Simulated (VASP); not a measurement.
The system is TiMoSe4.

```
Ti Mo Se
1.0
     5.88413    0.00000    0.00000
     0.00000    5.88413    0.00000
     0.00000    0.00000    4.31797
Ti Mo Se
1 1 4
Direct
  0.00000 0.00000 0.50000
  0.50000 0.50000 0.50000
  0.79577 0.50000 0.00000
  0.20423 0.50000 0.00000
  0.50000 0.79577 0.00000
  0.50000 0.20423 0.00000
```

The cell was built from a structure type or drawn by symmetry, and may not be a known phase.

| Quantity | Value |
| --- | --- |
| Program | VASP 6.6.1 |
| Task | relaxation of cell and atoms |
| Functional | PBE |
| Potentials or basis | VASP PAW PBE potentials, release 64 (Ti_sv, Mo_sv, Se) |
| Cutoff | 600 eV |
| k mesh | 2 × 2 × 3 |
| Occupations | gaussian, width 0.15 eV |
| Spin | collinear spin |
| Starting moments | [1.0, 1.0, 0.0, 0.0, 0.0, 0.0] μB |

At the start: pressure 7.6 GPa; volume 24.92 Å³/atom.

Problem. How do energy, volume and symmetry change on relaxing?

Solution. Over 17 steps the energy falls by 794.2 meV/atom and the volume is 26.15 Å³/atom (+4.9 %); space group P4/mmm (No. 123, to 0.1 Å) before and after; moment 1.77 μB per cell.

Step by step:
| step | energy change (eV) | largest force (eV/Å) | pressure (GPa) | volume (Å³) |
| --- | --- | --- | --- | --- |
| 1 | 0.0000 | 0.8080 | 7.56 | 149.50 |
| 2 | -2.3997 | 0.6285 | -4.60 | 173.94 |
| 3 | -2.4574 | 0.8094 | -5.83 | 178.30 |
| 4 | -3.7604 | 0.4655 | -2.73 | 159.13 |
| 5 | -4.1664 | 0.3199 | 2.92 | 147.03 |
| 6 | -4.1993 | 0.6678 | 4.74 | 143.87 |
| 7 | -4.4390 | 0.3981 | 7.38 | 143.96 |
| 8 | -4.5856 | 0.4836 | 5.94 | 144.17 |
| 9 | -4.6685 | 0.7532 | -1.95 | 159.23 |
| 10 | -4.7140 | 0.2781 | 1.02 | 152.53 |
| 11 | -4.7344 | 0.3624 | 0.14 | 153.77 |
| 12 | -4.7332 | 0.3279 | 0.69 | 153.38 |
| 13 | -4.7335 | 0.3421 | 0.61 | 153.57 |
| 14 | -4.7530 | 0.2077 | 0.37 | 154.86 |
| 15 | -4.7594 | 0.0822 | 0.16 | 156.01 |
| 16 | -4.7595 | 0.0694 | 0.14 | 156.13 |
| 17 | -4.7649 | 0.0380 | 0.14 | 156.89 |

Final structure:
```
Ti Mo Se
1.0
     7.35201    0.00000    0.00000
     0.00000    7.35201    0.00000
     0.00000    0.00000    2.90266
Ti Mo Se
1 1 4
Direct
  0.00000 0.00000 0.50000
  0.50000 0.50000 0.50000
  0.79474 0.50000 0.00000
  0.20526 0.50000 0.00000
  0.50000 0.79474 0.00000
  0.50000 0.20526 0.00000
```

Caveat: the k points lie up to 0.72 Å⁻¹ apart in the final cell; a cell axis changed by over 15 % at a fixed basis, so the end point is rough; the relaxation stopped at a loose force limit of 0.08 eV/Å, so its end isn't a converged minimum.
